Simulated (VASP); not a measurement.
Runs of VASP 6.6.1 on MgH2. It takes space group P4_2/mnm (No. 136, tetragonal). Conventional cell: a = 4.485 Å, b = 4.485 Å, c = 2.996 Å, α = 90.00°, β = 90.00°, γ = 90.00°. Within 2.6 Å of Mg (site symmetry mmm) lie 6 H at 1.93 to 1.94 Å. Within 2.6 Å of H (site symmetry m2m) lie 3 Mg at 1.93 to 1.94 Å and 1 H at 2.48 Å. 

```csv
level,potentials or basis,k mesh,grid for exact exchange (PRECFOCK),share of exact exchange,screening parameter,gap on the mesh (eV),pressure (GPa),largest force (eV/Å)
PBE,"VASP PAW PBE potentials, release 64 (Mg, H)",6 × 6 × 8,-,-,-,3.84,(a),0.02
HSE06,"VASP PAW PBE potentials, release 64 (Mg, H)",4 × 4 × 4,Fast,0.25,0.2079 1/Å,(b),(c),0.01
r2SCAN,"VASP PAW PBE potentials, release 64 (Mg, H)",6 × 6 × 8,-,-,-,4.46,-0.4,-
LDA,"VASP PAW LDA potentials, release 64 (Mg, H)",6 × 6 × 8,-,-,-,3.47,-2.2,0.01
```

Alike in all rows: task single point; no spin polarisation; cell as given; cutoff (eV) 520; smearing gaussian 0.01 eV.

Problem. Estimate the missing entries.

Solution. (a) 0.7; (b) 5.04; (c) -0.2.

Caveats: some runs use coarse meshes; the structure was generated, so it needn't be the stable form of MgH2; the PAW data sets were made with another functional, which shifts forces and pressure a little (at least some runs).

A k mesh can miss the band edges.
